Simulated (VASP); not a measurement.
# In (Im-3m) in VASP: a series of runs, part 2 of 2

VASP 6.6.1. Earlier steps stand in the parts before.

## 3. Electric field gradients, B3LYP

POSCAR

```
In
1.0
   -1.8825252400      1.8825252400      1.8825252400
    1.8825252400     -1.8825252400      1.8825252400
    1.8825252400      1.8825252400     -1.8825252400
In
1
Direct
    0.0000000000      0.0000000000      0.0000000000
```

INCAR.step1

```
SYSTEM = In
  PREC = Accurate
  ENCUT = 400
  ISMEAR = -1
  SIGMA = 0.01
  LREAL = .False.
  LASPH = .True.
  NELM = 120
  ALGO = Normal
  ISIF = 2
  LWAVE = .True.
  LCHARG = .False.
  GGA = PE
  EDIFF = 1E-5
  NBANDS = 12
  GGA_COMPAT = .False.
```

INCAR.step2

```
SYSTEM = In
  PREC = Accurate
  ENCUT = 400
  EDIFF = 1E-8
  ISMEAR = -1
  SIGMA = 0.01
  LREAL = .False.
  LASPH = .True.
  NELM = 120
  ALGO = Normal
  ISIF = 2
  LWAVE = .False.
  LCHARG = .False.
  GGA = B3
  LHFCALC = .True.
  AEXX = 0.2
  AGGAX = 0.72
  AGGAC = 0.81
  ALDAC = 0.19
  PRECFOCK = Normal
  LEFG = .True.
  ISTART = 1
  NBANDS = 12
  GGA_COMPAT = .False.
```

KPOINTS

```
Automatic mesh
0
Gamma
  7 7 7
  0 0 0
```

Potentials or basis: VASP PAW PBE potentials, release 64 (In_d).

On the command line:

```
> cat potpaw_PBE.64/In_d/POTCAR > POTCAR
> cp INCAR.step1 INCAR
> mpirun -np 1 vasp_std > vasp.out
> cp INCAR.step2 INCAR
> mpirun -np 1 vasp_std > vasp.out
```

OUTCAR:

```text
SYSTEM = In
   PREC = Accurate
   ENCUT = 400
   EDIFF = 1E-8
   ISMEAR = -1
   LREAL = .False.
   LASPH = .True.
   NELM = 120
   ISIF = 2
   GGA = B3
   LHFCALC = .True.
   AEXX = 0.2
   PRECFOCK = Normal
   ISTART = 1

 ion  position               nearest neighbor table
   1  0.000  0.000  0.000-

  LATTYP: Found a body centered cubic cell.
 ALAT       =     3.7650504800

  Lattice vectors:

 A1 = (  -1.8825252400,   1.8825252400,   1.8825252400)
 A2 = (   1.8825252400,  -1.8825252400,   1.8825252400)
 A3 = (   1.8825252400,   1.8825252400,  -1.8825252400)

Analysis of symmetry for initial positions (statically):
=====================================================================
 Subroutine PRICEL returns:
 Original cell was already a primitive cell.

 Routine SETGRP: Setting up the symmetry group for a
 body centered cubic supercell.

 Subroutine GETGRP returns: Found 48 space group operations
 (whereof 48 operations were pure point group operations)
 out of a pool of 48 trial point group operations.

The static configuration has the point symmetry O_h .

Analysis of symmetry for dynamics (positions and initial velocities):
=====================================================================
 Subroutine PRICEL returns:
 Original cell was already a primitive cell.

 Routine SETGRP: Setting up the symmetry group for a
 body centered cubic supercell.

 Subroutine GETGRP returns: Found 48 space group operations
 (whereof 48 operations were pure point group operations)
 out of a pool of 48 trial point group operations.

The dynamic configuration has the point symmetry O_h .

 Subroutine INISYM returns: Found 48 space group operations
 (whereof 48 operations are pure point group operations),
 and found     1 'primitive' translations

----------------------------------------------------------------------------------------

                                     Primitive cell

  volume of cell :      26.6859

  direct lattice vectors                    reciprocal lattice vectors
    -1.882525240  1.882525240  1.882525240     0.000000000  0.265600689  0.265600689
     1.882525240 -1.882525240  1.882525240     0.265600689  0.000000000  0.265600689
     1.882525240  1.882525240 -1.882525240     0.265600689  0.265600689  0.000000000

  length of vectors
     3.260629362  3.260629362  3.260629362     0.375616096  0.375616096  0.375616096

  position of ions in fractional coordinates (direct lattice)
     0.000000000  0.000000000  0.000000000

  ion indices of the primitive-cell ions
   primitive index   ion index
                 1           1

----------------------------------------------------------------------------------------

 KPOINTS: Automatic mesh

Automatic generation of k-mesh.
 Grid dimensions read from file:
 generate k-points for:    7    7    7

[... 77 lines left out ...]
     AMIX     =   0.40;   BMIX     =  1.00
     AMIX_MAG =   1.60;   BMIX_MAG =  1.00
  volume/ion in A,a.u.               =      26.69       180.09
  Fermi-wavevector in a.u.,A,eV,Ry     =   1.288136  2.434225 22.576080  1.659295
  Thomas-Fermi vector in A             =   2.420108
   LORBIT       =      0    0 simple, 1 ext, 2 COOP (PROOUT), +10 PAW based schemes
   GGA     = B3    functional components
   LHFCALC =     T    Hartree Fock is set to
   PRECFOCK=normal    Normal, Fast or Accurate (Low or Medium for compatibility)
   ENCUT4O =  -1.0   cutoff for four orbital integrals eV
   NKREDX  =     1    reduce k-point grid by
   NKREDY  =     1    reduce k-point grid by
   NKREDZ  =     1    reduce k-point grid by
   AEXX    =    0.2000 exact exchange contribution
   HFSCREEN=    0.0000 screening length (either q_TF or 0.3 A-1)
   HFSCREENC=   0.0000 screening length for correlation (either q_TF or 0.3 A-1)
   ENCUTFOCK=  -1.0 apply spherical cutoff to Coloumb kernel
   IVDW    =     0    specifies the selected vdW correction
   LEPSILON=     F    determine dielectric tensor
   LRPA    =     F    only Hartree local field effects (RPA)
 non-spin polarized calculation
  energy-cutoff  :      400.00
  volume of cell :       26.69
 maximum number of plane-waves:       493
 NGX is ok and might be reduce to    24
  NGX = 16; NGY = 16; NGZ = 16

 number of electron      13.0000005 magnetization

 Free energy of the ion-electron system (eV)
  ---------------------------------------------------
  ext. energy  EPLUGINS =         0.00000000
  ---------------------------------------------------
  free energy    TOTEN  =        -2.34129242 eV

  energy without entropy =       -2.34115071  energy(sigma->0) =       -2.34122156

 E-fermi :   7.5551     XC(G=0):  -8.0754

 val. band max:        7.5166194769   @ k =  -0.4286   0.4286   0.2857
 cond. band min:       7.8956051558   @ k =  -0.4286  -0.4286   0.2857
 fundamental gap:      0.3789856789
 Fermi energy:         7.5551209531

 k-point     1 :       0.0000    0.0000    0.0000
  band No.  band energies     occupation
      1      -9.1686      2.00000
      2      -9.1686      2.00000
      3      -9.1686      2.00000
      4      -8.8948      2.00000
      5      -8.8948      2.00000
      6      -3.2159      2.00000
      7      19.2938      0.00000
      8      19.2938      0.00000
      9      19.2938      0.00000
     10      21.6993      0.00000
     11      21.6993      0.00000
     12      21.6993      0.00000
[... 271 lines left out ...]
 k-point    20 :      -0.4286    0.4286    0.4286
  band No.  band energies     occupation
      1      -9.2463      2.00000
      2      -9.2287      2.00000
      3      -8.7963      2.00000
      4      -8.7963      2.00000
      5      -8.7864      2.00000
      6       5.9764      2.00000
      7       9.4760      0.00000
      8       9.4760      0.00000
      9      10.2343      0.00000
     10      13.8522      0.00000
     11      15.3291      0.00000
     12      27.6490      0.00000

------------------------ aborting loop because EDIFF is reached ----------------------------------------

  FORCE on cell =-STRESS in cart. coord.  units (eV):
  Direction    XX          YY          ZZ          XY          YZ          ZX
  --------------------------------------------------------------------------------------
  -------------------------------------------------------------------------------------
  Total        0.7120002      0.7120002      0.7120002      0.0000000      0.0000000     -0.0000000
  in kB       42.7472623     42.7472623     42.7472623      0.0000000      0.0000000     -0.0000000
  external PRESSURE =      42.7472623 kB  Pullay stress =       0.0000000 kB

 VOLUME and BASIS-vectors are now :
 -----------------------------------------------------------------------------
  energy-cutoff  :      400.00
  volume of cell :       26.69
      direct lattice vectors                 reciprocal lattice vectors
    -1.882525240  1.882525240  1.882525240     0.000000000  0.265600689  0.265600689
     1.882525240 -1.882525240  1.882525240     0.265600689  0.000000000  0.265600689
     1.882525240  1.882525240 -1.882525240     0.265600689  0.265600689  0.000000000

 POSITION                                       TOTAL-FORCE (eV/Angst)
 -----------------------------------------------------------------------------------
      0.00000      0.00000      0.00000        -0.000000      0.000000     -0.000000
 -----------------------------------------------------------------------------------
    total drift:                               -0.000000     -0.000000      0.000000

  FREE ENERGIE OF THE ION-ELECTRON SYSTEM (eV)
  ---------------------------------------------------
  free  energy   TOTEN  =        -2.3412924208 eV

  energy  without entropy=       -2.3411507091  energy(sigma->0) =       -2.34122156

 Electric field gradients (V/A^2)
---------------------------------------------------------------------
 ion       V_xx      V_yy      V_zz      V_xy      V_xz      V_yz
---------------------------------------------------------------------
   1       0.000     0.000    -0.000    -0.000    -0.000    -0.000
---------------------------------------------------------------------

 Electric field gradients after diagonalization (V/A^2)
 (convention: |V_zz| > |V_xx| > |V_yy|)
----------------------------------------------------------------------
 ion       V_xx      V_yy      V_zz     asymmetry (V_yy - V_xx)/ V_zz
----------------------------------------------------------------------
   1       0.000     0.000    -0.001       0.020
----------------------------------------------------------------------

           NMR quadrupolar parameters

 Cq : quadrupolar parameter    Cq=e*Q*V_zz/h
 eta: asymmetry parameters     (V_yy - V_xx)/ V_zz
 Q  : nuclear electric quadrupole moment in mb (millibarn)
----------------------------------------------------------------------
 ion       Cq(MHz)       eta       Q (mb)
----------------------------------------------------------------------
   1      -0.000       0.020       1.000
----------------------------------------------------------------------
```

Wall time 6.2 min (1 thread of Intel Xeon 6975P-C (Granite Rapids), shared host); peak memory 0.14 GiB.

Results:

```
Free energy                             : -2.3413 eV
Pressure                                : 4.3 GPa
Band gap on the k mesh                  : zero (an odd number of electrons rules out a gap without spin polarisation)
Largest electric field gradient by atom : zero within the noise of the run
```

Caveat: the cell stands under pressure; the PAW data sets were made with another functional, which shifts forces and pressure a little; spin-orbit coupling is left out, which moves the levels of the heavy elements.
